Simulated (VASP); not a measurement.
# NbTe (P-6m2) in VASP: notebook

Runs on NbTe. Level: PBE. Tasks: single point.

All numbers are computed with VASP 6.6.1; they aren't measurements. Logs are shortened: lines on timing, memory, paths and dates and some standing lists are left out, and cuts for length are marked.

## 1. The cell of the first run

It takes space group P-6m2 (No. 187, hexagonal). Conventional cell: a = 3.640 Å, b = 3.640 Å, c = 3.632 Å, α = 90.00°, β = 90.00°, γ = 120.00°. Nb (site symmetry -6m2) has 6 Te at 2.78 Å and 8 Nb at 3.63 to 3.64 Å within 3.7 Å. Te (site symmetry -6m2) has 6 Nb at 2.78 Å and 8 Te at 3.63 to 3.64 Å within 3.7 Å.

## 2. Single point, PBE

Contents of INCAR:

```
SYSTEM = NbTe
PREC = Accurate
ENCUT = 520
EDIFF = 1E-7
ISMEAR = -1
SIGMA = 0.05
LREAL = .False.
LASPH = .True.
NELM = 80
ALGO = Normal
ISIF = 2
LWAVE = .False.
LCHARG = .False.
GGA = PE
NBANDS = 16
```

Contents of KPOINTS:

```
Automatic mesh
0
Gamma
  7 7 6
  0 0 0
```

Contents of POSCAR:

```
NbTe
1.0
    3.6401996017      0.0000000000      0.0000000000
   -1.8200998008      3.1525057688      0.0000000000
    0.0000000000      0.0000000000      3.6315851558
Nb Te
1 1
Direct
    0.0000000000      0.0000000000      0.5000000000
    0.6666666667      0.3333333333      0.0000000000
```

Potentials or basis: VASP PAW PBE potentials, release 64 (Nb_sv, Te).

Started as:

```console
$ cat potpaw_PBE.64/Nb_sv/POTCAR potpaw_PBE.64/Te/POTCAR > POTCAR
$ mpirun -np 1 vasp_std > vasp.out
```

OUTCAR:

```text
SYSTEM = NbTe
   PREC = Accurate
   ENCUT = 520
   EDIFF = 1E-7
   ISMEAR = -1
   LREAL = .False.
   LASPH = .True.
   NELM = 80
   ISIF = 2
   GGA = PE

 ion  position               nearest neighbor table
   1  0.000  0.000  0.500-   2 2.78   2 2.78   2 2.78   2 2.78   2 2.78   2 2.78
   2  0.667  0.333  0.000-   1 2.78   1 2.78   1 2.78   1 2.78   1 2.78   1 2.78

  LATTYP: Found a hexagonal cell.
 ALAT       =     3.6401996017
 C/A-ratio  =     0.9976335238

  Lattice vectors:

 A1 = (   3.6401996017,   0.0000000000,   0.0000000000)
 A2 = (  -1.8200998008,   3.1525057688,   0.0000000000)
 A3 = (   0.0000000000,   0.0000000000,   3.6315851558)

Analysis of symmetry for initial positions (statically):
=====================================================================
 Subroutine PRICEL returns:
 Original cell was already a primitive cell.

 Routine SETGRP: Setting up the symmetry group for a
 hexagonal supercell.

 Subroutine GETGRP returns: Found 12 space group operations
 (whereof 12 operations were pure point group operations)
 out of a pool of 24 trial point group operations.

The static configuration has the point symmetry D_3h.

Analysis of symmetry for dynamics (positions and initial velocities):
=====================================================================
 Subroutine PRICEL returns:
 Original cell was already a primitive cell.

 Routine SETGRP: Setting up the symmetry group for a
 hexagonal supercell.

 Subroutine GETGRP returns: Found 12 space group operations
 (whereof 12 operations were pure point group operations)
 out of a pool of 24 trial point group operations.

The dynamic configuration has the point symmetry D_3h.

 Subroutine INISYM returns: Found 12 space group operations
 (whereof 12 operations are pure point group operations),
 and found     1 'primitive' translations

----------------------------------------------------------------------------------------

                                     Primitive cell

  volume of cell :      41.6752

  direct lattice vectors                    reciprocal lattice vectors
     3.640199602  0.000000000  0.000000000     0.274710211  0.158603992  0.000000000
    -1.820099801  3.152505769  0.000000000     0.000000000  0.317207984  0.000000000
     0.000000000  0.000000000  3.631585156     0.000000000  0.000000000  0.275361848

  length of vectors
     3.640199602  3.640199982  3.631585156     0.317208017  0.317207984  0.275361848

[... 79 lines left out ...]
   NELM   =     80;   NELMIN=  2; NELMDL= -5     # of ELM steps
   EDIFF  = 0.1E-06   stopping-criterion for ELM
   LREAL  =      F    real-space projection
   EDIFFG = 0.1E-05   stopping-criterion for IOM
   NSW    =      0    number of steps for IOM
   IBRION =     -1    ionic relax: 0-MD 1-quasi-New 2-CG
   NFREE  =      0    steps in history (QN), initial steepest desc. (CG)
   ISIF   =      2    stress and relaxation
   ISYM   =      2    0-nonsym 1-usesym 2-fastsym
   POTIM  = 0.5000    time-step for ionic-motion
   TEBEG  =    0.0;   TEEND  =   0.0 temperature during run
   PSTRESS=    0.0 pullay stress
   NELECT =      19.0000    total number of electrons
   NUPDOWN=      -1.0000    fix difference up-down
   EMIN   =  10.00;   EMAX   =-10.00  energy-range for DOS
   EFERMI =   0.00;   METHOD = LEGACY
   ISMEAR =    -1;   SIGMA  =   0.05  broadening in eV -4-tet -1-fermi 0-gaus
   EFERMI_NEDOS =   21; number of points for ismear=-14 and -15
   IALGO  =     38    algorithm
   IMIX   =      4    mixing-type and parameters
     AMIX     =   0.40;   BMIX     =  1.00
     AMIX_MAG =   1.60;   BMIX_MAG =  1.00
  volume/ion in A,a.u.               =      20.84       140.62
  Fermi-wavevector in a.u.,A,eV,Ry     =   1.259989  2.381035 21.600249  1.587574
  Thomas-Fermi vector in A             =   2.393522
   LORBIT       =      0    0 simple, 1 ext, 2 COOP (PROOUT), +10 PAW based schemes
   GGA     = PE    functional components
   LHFCALC =     F    Hartree Fock is set to
   AEXX    =    0.0000 exact exchange contribution
   IVDW    =     0    specifies the selected vdW correction
   LEPSILON=     F    determine dielectric tensor
   LRPA    =     F    only Hartree local field effects (RPA)
 non-spin polarized calculation
  energy-cutoff  :      520.00
  volume of cell :       41.68
 maximum number of plane-waves:      1141
 NGX is ok and might be reduce to    28
   NGX = 13   NGY = 13   NGZ = 13

 number of electron      19.0000001 magnetization

 Free energy of the ion-electron system (eV)
  ---------------------------------------------------
  ext. energy  EPLUGINS =         0.00000000
  ---------------------------------------------------
  free energy    TOTEN  =       -13.60141385 eV

  energy without entropy =      -13.58982963  energy(sigma->0) =      -13.59562174

 E-fermi :  11.7385     XC(G=0): -11.5262

 val. band max:       11.7045788915   @ k =   0.2857   0.0000   0.0000
 cond. band min:      11.7419236790   @ k =   0.2857   0.0000   0.3333
 fundamental gap:      0.0373447875
 Fermi energy:        11.7385118707

 k-point     1 :       0.0000    0.0000    0.0000
  band No.  band energies     occupation
      1     -43.7306      2.00000
      2     -19.9557      2.00000
      3     -19.7412      2.00000
      4     -19.7412      2.00000
      5      -2.7883      2.00000
      6       8.5017      2.00000
[... 433 lines left out ...]
      3     -19.8585      2.00000
      4     -19.8115      2.00000
      5      -0.5701      2.00000
      6       5.4507      2.00000
[... 8 lines left out ...]
     15      17.3575      0.00000
     16      20.1236      0.00000

 [... further k-points ...]

------------------------ aborting loop because EDIFF is reached ----------------------------------------

  FORCE on cell =-STRESS in cart. coord.  units (eV):
  Direction    XX          YY          ZZ          XY          YZ          ZX
  --------------------------------------------------------------------------------------
  -------------------------------------------------------------------------------------
  Total        1.3769309      1.3769313      1.9401757      0.0000000      0.0000000     -0.0000000
  in kB       52.9353054     52.9353201     74.5889205      0.0000000      0.0000000     -0.0000000
  external PRESSURE =      60.1531820 kB  Pullay stress =       0.0000000 kB

 VOLUME and BASIS-vectors are now :
 -----------------------------------------------------------------------------
  energy-cutoff  :      520.00
  volume of cell :       41.68
      direct lattice vectors                 reciprocal lattice vectors
     3.640199602  0.000000000  0.000000000     0.274710211  0.158603992  0.000000000
    -1.820099801  3.152505769  0.000000000     0.000000000  0.317207984  0.000000000
     0.000000000  0.000000000  3.631585156     0.000000000  0.000000000  0.275361848

 POSITION                                       TOTAL-FORCE (eV/Angst)
 -----------------------------------------------------------------------------------
      0.00000      0.00000      1.81579        -0.000000      0.000000      0.000000
      1.82010      1.05084      0.00000         0.000000     -0.000000      0.000000
 -----------------------------------------------------------------------------------
    total drift:                               -0.000000     -0.000007     -0.000000

  FREE ENERGIE OF THE ION-ELECTRON SYSTEM (eV)
  ---------------------------------------------------
  free  energy   TOTEN  =       -13.6014138515 eV

  energy  without entropy=      -13.5898296252  energy(sigma->0) =      -13.59562174
```

stdout:

```text
POSCAR found type information on POSCAR NbTe
 POSCAR found :  2 types and       2 ions
 scaLAPACK will be used
 LDA part: xc-table for (Slater+PW92), standard interpolation
 POSCAR, INCAR and KPOINTS ok, starting setup
 FFT: planning ... GRIDC
 FFT: planning ... GRID_SOFT
 FFT: planning ... GRID
 WAVECAR not read
 entering main loop
```

Wall time 13 s (1 thread of Intel Xeon Platinum 8488C (Sapphire Rapids), shared host); peak memory 0.17 GiB.

What came out:

- Free energy: -13.6014 eV
- Pressure: 6.0 GPa

Stress tensor (GPa, compression positive):
```
5.29 0.00 0.00
0.00 5.29 0.00
0.00 0.00 7.46
```

Caveat: spin-orbit coupling is left out, which moves the levels of the heavy elements.

## 3. Single point, PBE

This run uses another cell than the first one, of 21.50 Å³/atom, 1.032 times its volume.

Contents of INCAR:

```
SYSTEM = NbTe
ALGO = Normal
EDIFF = 1E-6
ENCUT = 520
GGA = PE
ISIF = 2
ISMEAR = -1
LASPH = .TRUE.
LCHARG = .TRUE.
LELF = .TRUE.
LREAL = .FALSE.
LVHAR = .TRUE.
LWAVE = .FALSE.
NBANDS = 16
NELM = 60
PREC = Accurate
SIGMA = 0.05
```

Contents of KPOINTS:

```
k-points
0
G
  7 7 6
  0 0 0
```

Contents of POSCAR:

```
NbTe
1.0
    3.6781210767      0.0000000000      0.0000000000
   -1.8390605383      3.1853467340      0.0000000000
    0.0000000000      0.0000000000      3.6694168905
Nb Te
1 1
Direct
    0.0000000000      0.0000000000      0.5000000000
    0.6666666667      0.3333333333      0.0000000000
```

Potentials or basis: VASP PAW PBE potentials, release 64 (Nb_sv, Te).

Started as:

```console
$ cat potpaw_PBE.64/Nb_sv/POTCAR potpaw_PBE.64/Te/POTCAR > POTCAR
$ mpirun -np 1 vasp_std > vasp.out
```

It took 12 s on 1 thread of Intel Xeon Platinum 8488C (Sapphire Rapids), shared host; peak memory 0.17 GiB.

The run converged. Its results:

- Free energy: -13.6329 eV
- Pressure: 1.7 GPa

Stress tensor (GPa, compression positive):
```
1.37 0.00 0.00
0.00 1.37 0.00
0.00 0.00 2.32
```

Levels at points of the mesh, in eV from the Fermi level:
| k point | band 6 | band 7 | band 8 | band 9 | band 10 | band 11 | band 12 | band 13 | band 14 | band 15 |
| --- | --- | --- | --- | --- | --- | --- | --- | --- | --- | --- |
| (0.00, 0.00, 0.00) | -3.16 | -3.16 | -3.04 | -2.29 | 0.17 | 0.17 | 2.56 | 2.56 | 3.03 | 6.00 |
| (0.00, 0.00, 0.50) | -7.60 | -2.61 | -2.61 | -0.95 | -0.95 | 0.73 | 1.73 | 1.73 | 5.42 | 6.16 |

Caveat: spin-orbit coupling is left out, which moves the levels of the heavy elements.

(Continued in part 2 of 2.)
